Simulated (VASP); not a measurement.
Input of a VASP 6.6.1 run:

The input INCAR:

```
SYSTEM = In3SbAs2
PREC = Accurate
ENCUT = 600
EDIFF = 1E-6
ISMEAR = 0
SIGMA = 0.1
LREAL = .FALSE.
LASPH = .TRUE.
NELM = 60
ALGO = Normal
ISIF = 3
LWAVE = .FALSE.
LCHARG = .FALSE.
GGA = PE
IBRION = 2
NSW = 90
EDIFFG = -0.04
```

Contents of KPOINTS:

```
regular mesh
0
G
  6 6 2
  0 0 0
```

Contents of POSCAR:

```
In3SbAs2
1.0
    4.1748599700      0.0000000000      0.0000000000
   -2.0874299800      3.6155347900      0.0000000000
    0.0000000000      0.0000000000     10.2262766700
In Sb As
3 1 2
Direct
    0.0000000000      0.0000000000      0.0000000000
    0.3333333300      0.6666666700      0.6666666700
    0.6666666700      0.3333333300      0.3333333300
    0.0000000000      0.0000000000      0.2500000000
    0.3333333300      0.6666666700      0.9166666700
    0.6666666700      0.3333333300      0.5833333300
```

Potentials or basis: VASP PAW PBE potentials, release 64 (In_d, Sb, As).

Run with:

```sh
$ cat potpaw_PBE.64/In_d/POTCAR potpaw_PBE.64/Sb/POTCAR potpaw_PBE.64/As/POTCAR > POTCAR
$ mpirun -np 1 vasp_std > vasp.out
```

Task: Estimate the relaxed volume.

Result: 31.90 Å³/atom.

Task: What does it give for the relaxed cell?

Result: a = 4.485 Å, b = 4.485 Å, c = 10.986 Å, α = 90.00°, β = 90.00°, γ = 120.00°.

Forces in eV/Å, atoms in the order of the input:
```
In   0.000  0.000 -0.007
In   0.000  0.000 -0.013
In   0.000  0.000  0.009
Sb   0.000  0.000  0.012
As   0.000  0.000  0.010
As   0.000  0.000 -0.010
```

Caveat: the volume moved by over 15 % at a fixed basis, so the end points are rough.
